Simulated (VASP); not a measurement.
# MgB2 (P6/mmm) in VASP: a series of runs

Runs on MgB2. Level: PBEsol. Tasks: single point.

Program: VASP 6.6.1. These are calculated values, not measurements. Logs are shortened: lines on timing, memory, paths and dates and some standing lists are left out, and cuts for length are marked.

## (1) The cell of the first run

Symmetry: P6/mmm, No. 191, hexagonal system. Conventional cell: a = 3.095 Å, b = 3.095 Å, c = 3.535 Å, α = 90.00°, β = 90.00°, γ = 120.00°. Mg (site symmetry 6/mmm) has 12 B at 2.51 Å and 6 Mg at 3.10 Å within 3.3 Å. Within 2.4 Å of B (site symmetry -6m2) lie 3 B at 1.79 Å.

## (2) Single point, PBEsol

The input, INCAR:

```
ALGO     = Normal         # electronic algorithm
EDIFF    = 1E-7           # SCF threshold, eV
ENCUT    = 520            # plane-wave cutoff, eV
GGA      = PS             # functional
ISIF     = 2              # what is computed and relaxed
ISMEAR   = -1             # smearing method
LASPH    = T              # aspherical terms in the spheres
LCHARG   = T              # write CHGCAR
LELF     = T              # ELF
LREAL    = F              # projectors in reciprocal space
LVHAR    = T            
LWAVE    = F              # write WAVECAR
NBANDS   = 11             # bands
NELM     = 100            # most SCF steps
PREC     = Accurate       # precision mode
SIGMA    = 0.1            # smearing width, eV
```

The input, KPOINTS:

```
k-points
0
Gamma
  10 10 8
```

The input, POSCAR:

```
MgB2
1.0
    3.0952492447      0.0000000000      0.0000000000
   -1.5476246224      2.6805641051      0.0000000000
    0.0000000000      0.0000000000      3.5347044049
Mg B
1 2
Direct
    0.0000000000      0.0000000000      0.0000000000
    0.3333333333      0.6666666667      0.5000000000
    0.6666666667      0.3333333333      0.5000000000
```

Potentials or basis: VASP PAW PBE potentials, release 64 (Mg, B).

Launch:

```
> cat potpaw_PBE.64/Mg/POTCAR potpaw_PBE.64/B/POTCAR > POTCAR
> mpirun -np 1 vasp_std > vasp.out
```

OUTCAR:

```text
EDIFF = 1E-7
   ENCUT = 520
   GGA = PS
   ISIF = 2
   ISMEAR = -1
   LASPH = T
   LREAL = F
   NELM = 100
   PREC = Accurate

 ion  position               nearest neighbor table
   1  0.000  0.000  0.000-   2 2.51   2 2.51   3 2.51   3 2.51   2 2.51   3 2.51   2 2.51   3 2.51
                             3 2.51   3 2.51   2 2.51   2 2.51
   2  0.333  0.667  0.500-   3 1.79   3 1.79   3 1.79   1 2.51   1 2.51   1 2.51   1 2.51   1 2.51
                             1 2.51
   3  0.667  0.333  0.500-   2 1.79   2 1.79   2 1.79   1 2.51   1 2.51   1 2.51   1 2.51   1 2.51
                             1 2.51

  LATTYP: Found a hexagonal cell.
 ALAT       =     3.0952492447
 C/A-ratio  =     1.1419773096

  Lattice vectors:

 A1 = (   3.0952492447,   0.0000000000,   0.0000000000)
 A2 = (  -1.5476246224,   2.6805641051,   0.0000000000)
 A3 = (   0.0000000000,   0.0000000000,   3.5347044049)

Analysis of symmetry for initial positions (statically):
=====================================================================
 Subroutine PRICEL returns:
 Original cell was already a primitive cell.

 Routine SETGRP: Setting up the symmetry group for a
 hexagonal supercell.

 Subroutine GETGRP returns: Found 24 space group operations
 (whereof 24 operations were pure point group operations)
 out of a pool of 24 trial point group operations.

The static configuration has the point symmetry D_6h.

Analysis of symmetry for dynamics (positions and initial velocities):
=====================================================================
 Subroutine PRICEL returns:
 Original cell was already a primitive cell.

 Routine SETGRP: Setting up the symmetry group for a
 hexagonal supercell.

 Subroutine GETGRP returns: Found 24 space group operations
 (whereof 24 operations were pure point group operations)
 out of a pool of 24 trial point group operations.

The dynamic configuration has the point symmetry D_6h.

 Subroutine INISYM returns: Found 24 space group operations
 (whereof 24 operations are pure point group operations),
 and found     1 'primitive' translations

----------------------------------------------------------------------------------------

                                     Primitive cell

  volume of cell :      29.3275

  direct lattice vectors                    reciprocal lattice vectors
     3.095249245  0.000000000  0.000000000     0.323075759  0.186527902  0.000000000
    -1.547624622  2.680564105  0.000000000     0.000000000  0.373055805  0.000000000
     0.000000000  0.000000000  3.534704405     0.000000000  0.000000000  0.282909088

[... 91 lines left out ...]
   ISIF   =      2    stress and relaxation
   ISYM   =      2    0-nonsym 1-usesym 2-fastsym
   POTIM  = 0.5000    time-step for ionic-motion
   TEBEG  =    0.0;   TEEND  =   0.0 temperature during run
   PSTRESS=    0.0 pullay stress
   NELECT =       8.0000    total number of electrons
   NUPDOWN=      -1.0000    fix difference up-down
   EMIN   =  10.00;   EMAX   =-10.00  energy-range for DOS
   EFERMI =   0.00;   METHOD = LEGACY
   ISMEAR =    -1;   SIGMA  =   0.10  broadening in eV -4-tet -1-fermi 0-gaus
   EFERMI_NEDOS =   21; number of points for ismear=-14 and -15
   IALGO  =     38    algorithm
   IMIX   =      4    mixing-type and parameters
     AMIX     =   0.40;   BMIX     =  1.00
     AMIX_MAG =   1.60;   BMIX_MAG =  1.00
  volume/ion in A,a.u.               =       9.78        65.97
  Fermi-wavevector in a.u.,A,eV,Ry     =   1.061728  2.006375 15.337384  1.127266
  Thomas-Fermi vector in A             =   2.197154
   LORBIT       =      0    0 simple, 1 ext, 2 COOP (PROOUT), +10 PAW based schemes
   GGA     = PS    functional components
   LHFCALC =     F    Hartree Fock is set to
   AEXX    =    0.0000 exact exchange contribution
   IVDW    =     0    specifies the selected vdW correction
   LEPSILON=     F    determine dielectric tensor
   LRPA    =     F    only Hartree local field effects (RPA)
 non-spin polarized calculation
  energy-cutoff  :      520.00
  volume of cell :       29.33
 maximum number of plane-waves:       806
 NGX is ok and might be reduce to    24
   NGX = 11   NGY = 11   NGZ = 13

 number of electron       8.0000000 magnetization

 Free energy of the ion-electron system (eV)
  ---------------------------------------------------
  ext. energy  EPLUGINS =         0.00000000
  ---------------------------------------------------
  free energy    TOTEN  =       -16.22049831 eV

  energy without entropy =      -16.19657889  energy(sigma->0) =      -16.20853860

 E-fermi :   5.1611     XC(G=0): -10.9532

 val. band max:        5.1215056670   @ k =   0.4000   0.2000   0.1250
 cond. band min:       5.1675158398   @ k =   0.1000  -0.0000   0.1250
 fundamental gap:      0.0460101727
 Fermi energy:         5.1611109694

 k-point     1 :       0.0000    0.0000    0.0000
  band No.  band energies     occupation
      1      -7.2056      2.00000
      2       2.2184      2.00000
      3       5.5121      0.05807
      4       5.5121      0.05807
      5       6.7313      0.00000
      6      11.3744      0.00000
      7      11.3745      0.00000
      8      13.1417      0.00000
      9      14.9953      0.00000
     10      17.5783      0.00000
     11      21.1229      0.00000
[... 309 lines left out ...]
 k-point    24 :       0.4000    0.1000    0.1250
  band No.  band energies     occupation
      1      -3.6120      2.00000
      2      -1.8685      2.00000
      3       2.3360      2.00000
      4       4.4721      1.99797
      5       7.3193      0.00000
      6      10.2683      0.00000
      7      11.3837      0.00000
      8      13.2769      0.00000
      9      15.1600      0.00000
     10      18.3797      0.00000
     11      19.3417      0.00000

 [... further k-points ...]
[... 5 lines left out ...]
  --------------------------------------------------------------------------------------
  -------------------------------------------------------------------------------------
  Total       -0.8529921     -0.8529919     -0.7530316      0.0000000     -0.0000000      0.0000000
  in kB      -46.5994376    -46.5994247    -41.1385377      0.0000000     -0.0000000      0.0000000
  external PRESSURE =     -44.7791333 kB  Pullay stress =       0.0000000 kB

 VOLUME and BASIS-vectors are now :
 -----------------------------------------------------------------------------
  energy-cutoff  :      520.00
  volume of cell :       29.33
      direct lattice vectors                 reciprocal lattice vectors
     3.095249245  0.000000000  0.000000000     0.323075759  0.186527902  0.000000000
    -1.547624622  2.680564105  0.000000000     0.000000000  0.373055805  0.000000000
     0.000000000  0.000000000  3.534704405     0.000000000  0.000000000  0.282909088

 POSITION                                       TOTAL-FORCE (eV/Angst)
 -----------------------------------------------------------------------------------
      0.00000      0.00000      0.00000        -0.000000     -0.000000      0.000000
     -0.00000      1.78704      1.76735         0.000000      0.000000      0.000000
      1.54762      0.89352      1.76735        -0.000000      0.000000      0.000000
 -----------------------------------------------------------------------------------
    total drift:                                0.000000     -0.000000     -0.000000

  FREE ENERGIE OF THE ION-ELECTRON SYSTEM (eV)
  ---------------------------------------------------
  free  energy   TOTEN  =       -16.2204983077 eV

  energy  without entropy=      -16.1965788904  energy(sigma->0) =      -16.20853860
```

OSZICAR:

```text
N       E                     dE             d eps       ncg     rms          rms(c)
DAV:   1     0.316932361235E+01    0.31693E+01   -0.38626E+03  1628   0.614E+02
DAV:   2    -0.172295429387E+02   -0.20399E+02   -0.19391E+02  1986   0.105E+02
DAV:   3    -0.177835340430E+02   -0.55399E+00   -0.55030E+00  2006   0.144E+01
DAV:   4    -0.177848336812E+02   -0.12996E-02   -0.12995E-02  1787   0.772E-01
DAV:   5    -0.177848383909E+02   -0.47096E-05   -0.47091E-05  1877   0.488E-02    0.509E+00
DAV:   6    -0.164567689070E+02    0.13281E+01   -0.16734E+00  1741   0.585E+00    0.242E+00
DAV:   7    -0.162263982053E+02    0.23037E+00   -0.87407E-01  1801   0.423E+00    0.723E-01
DAV:   8    -0.162289971070E+02   -0.25989E-02   -0.88687E-02  1728   0.160E+00    0.361E-01
DAV:   9    -0.162205915234E+02    0.84056E-02   -0.19571E-02  1708   0.626E-01    0.627E-02
DAV:  10    -0.162205090672E+02    0.82456E-04   -0.11406E-03  1870   0.185E-01    0.223E-02
DAV:  11    -0.162204988147E+02    0.10253E-04   -0.59256E-05  1728   0.440E-02    0.337E-03
DAV:  12    -0.162204983666E+02    0.44803E-06   -0.34683E-06  1741   0.905E-03    0.165E-03
DAV:  13    -0.162204983077E+02    0.58907E-07   -0.27954E-07  1779   0.282E-03
   1 F= -.16220498E+02 E0= -.16208539E+02  d E =-.239194E-01
```

stdout:

```text
POSCAR found type information on POSCAR MgB
 POSCAR found :  2 types and       3 ions
 scaLAPACK will be used
 -----------------------------------------------------------------------------
|                                                                             |
|                                                                             |
|     You enforced a specific xc type in the INCAR file but a different       |
|     I HOPE YOU KNOW WHAT YOU ARE DOING!                                     |
|                                                                             |
 -----------------------------------------------------------------------------

 LDA part: xc-table for (Slater+PW92), standard interpolation
 POSCAR, INCAR and KPOINTS ok, starting setup
 FFT: planning ... GRIDC
 FFT: planning ... GRID_SOFT
 FFT: planning ... GRID
 WAVECAR not read
 entering main loop
```

Wall time 7.4 s (1 thread of Intel Xeon 6975P-C (Granite Rapids), shared host); peak memory 0.15 GiB.

What came out:

* Free energy: -16.2205 eV
* Pressure: -4.5 GPa
* Band gap on the k mesh: zero (band 4 reaches 6.26 eV, above the bottom of band 5 at 3.80 eV)

Caveat: the PAW data sets were made with another functional, which shifts forces and pressure a little.

## (3) Single point, PBEsol

This run uses another cell than the first one, of 10.07 Å³/atom, 1.030 times its volume.

The input, INCAR:

```
SYSTEM = MgB2
  PREC = Accurate
  ENCUT = 520
  EDIFF = 1E-7
  ISMEAR = -1
  SIGMA = 0.1
  LREAL = .False.
  LASPH = .True.
  NELM = 100
  ALGO = Normal
  ISIF = 2
  LWAVE = .False.
  LCHARG = .True.
  GGA = PS
  LELF = .True.
  LVHAR = .True.
  NBANDS = 11
```

The input, KPOINTS:

```
Automatic mesh
0
Gamma
  10 10 8
  0 0 0
```

The input, POSCAR:

```
MgB2
1.0
    3.1255967608      0.0000000000      0.0000000000
   -1.5627983804      2.7068458213      0.0000000000
    0.0000000000      0.0000000000      3.5693605797
Mg B
1 2
Direct
    0.0000000000      0.0000000000      0.0000000000
    0.3333333333      0.6666666667      0.5000000000
    0.6666666667      0.3333333333      0.5000000000
```

Potentials or basis: VASP PAW PBE potentials, release 64 (Mg, B).

Launch:

```
> cat potpaw_PBE.64/Mg/POTCAR potpaw_PBE.64/B/POTCAR > POTCAR
> mpirun -np 1 vasp_std > vasp.out
```

It took 7.5 s on 1 thread of Intel Xeon 6975P-C (Granite Rapids), shared host; peak memory 0.16 GiB.

Results (log left out):

```yaml
Free_energy: -16.1857 eV
Pressure: -8.4 GPa
Band_gap_on_the_k_mesh: zero (band 4 reaches 6.05 eV, above the bottom of band 5 at 3.64 eV)
```

Stress tensor (GPa, compression positive):
```
-9.10  0.00  0.00
 0.00 -9.10  0.00
 0.00  0.00 -6.89
```

Levels at points of the mesh, in eV from the Fermi level:
```csv
k point,band 1,band 2,band 3,band 4,band 5,band 6,band 7,band 8,band 9
"(0.00, 0.00, 0.00)",-12.19,-2.88,0.33,0.33,1.50,6.09,6.09,7.67,9.59
"(0.50, 0.00, 0.00)",-8.41,-7.69,-2.13,0.21,2.96,3.71,5.09,6.70,12.09
"(0.00, 0.00, 0.50)",-10.96,-7.28,0.70,0.70,6.44,6.44,7.69,9.30,9.60
"(0.50, 0.00, 0.50)",-7.46,-6.80,-3.50,-1.84,-1.32,5.40,8.36,8.59,12.56
```

Caveat: the PAW data sets were made with another functional, which shifts forces and pressure a little.

## (4) Single point, PBEsol

This run uses another cell than the first one, of 10.36 Å³/atom, 1.059 times its volume.

The input, INCAR:

```
SYSTEM = MgB2
PREC = Accurate
ENCUT = 520
EDIFF = 1E-6
ISMEAR = -1
SIGMA = 0.1
LREAL = .FALSE.
LASPH = .TRUE.
NELM = 60
ALGO = Normal
ISIF = 2
LWAVE = .FALSE.
LCHARG = .FALSE.
GGA = PS
NBANDS = 11
```

The input, KPOINTS:

```
regular mesh
0
G
  10 10 8
  0 0 0
```

The input, POSCAR:

```
MgB2
1.0
    3.1553661407      0.0000000000      0.0000000000
   -1.5776830703      2.7326268569      0.0000000000
    0.0000000000      0.0000000000      3.6033565360
Mg B
1 2
Direct
    0.0000000000      0.0000000000      0.0000000000
    0.3333333333      0.6666666667      0.5000000000
    0.6666666667      0.3333333333      0.5000000000
```

Launch:

```
> cat potpaw_PBE.64/Mg/POTCAR potpaw_PBE.64/B/POTCAR > POTCAR
> mpirun -np 1 vasp_std > vasp.out
```

It took 6.6 s on 1 thread of Intel Xeon 6975P-C (Granite Rapids), shared host; peak memory 0.15 GiB.

The run converged. Its results:

```
Free energy            : -16.1311 eV
Pressure               : -11.7 GPa
Band gap on the k mesh : zero (band 4 reaches 5.84 eV, above the bottom of band 5 at 3.46 eV)
```

Stress tensor (GPa, compression positive):
```
-12.98   0.00   0.00
  0.00 -12.98   0.00
  0.00   0.00  -9.29
```

Levels at points of the mesh, in eV from the Fermi level:
| k point | band 1 | band 2 | band 3 | band 4 | band 5 | band 6 | band 7 | band 8 | band 9 |
| --- | --- | --- | --- | --- | --- | --- | --- | --- | --- |
| (0.00, 0.00, 0.00) | -12.02 | -2.82 | 0.32 | 0.32 | 1.43 | 5.98 | 5.98 | 7.37 | 9.35 |
| (0.50, 0.00, 0.00) | -8.32 | -7.57 | -2.10 | 0.22 | 2.90 | 3.63 | 4.96 | 6.45 | 11.81 |
| (0.00, 0.00, 0.50) | -10.83 | -7.15 | 0.67 | 0.67 | 6.34 | 6.34 | 7.52 | 8.89 | 9.38 |
| (0.50, 0.00, 0.50) | -7.40 | -6.70 | -3.42 | -1.80 | -1.30 | 5.22 | 8.11 | 8.41 | 12.27 |

Caveat: the PAW data sets were made with another functional, which shifts forces and pressure a little.

## (5) The runs side by side

```csv
cell,gap on the mesh (eV),pressure (GPa)
"a = 3.095, b = 3.095, c = 3.535 Å, angles 90.0, 90.0, 120.0°, 3 atoms",none,-4.5
"a = 3.126, b = 3.126, c = 3.569 Å, angles 90.0, 90.0, 120.0°, 3 atoms",none,-8.4
"a = 3.155, b = 3.155, c = 3.603 Å, angles 90.0, 90.0, 120.0°, 3 atoms",none,-11.7
```

Alike in all rows: task single point; level PBEsol; potentials or basis VASP PAW PBE potentials, release 64 (Mg, B); no spin polarisation; k mesh 10 × 10 × 8; cutoff (eV) 520; smearing fermi-dirac 0.1 eV.

Caveats: the PAW data sets were made with another functional, which shifts forces and pressure a little.

Total energies depend on the potentials used, so only differences within one code and one set of settings carry meaning.
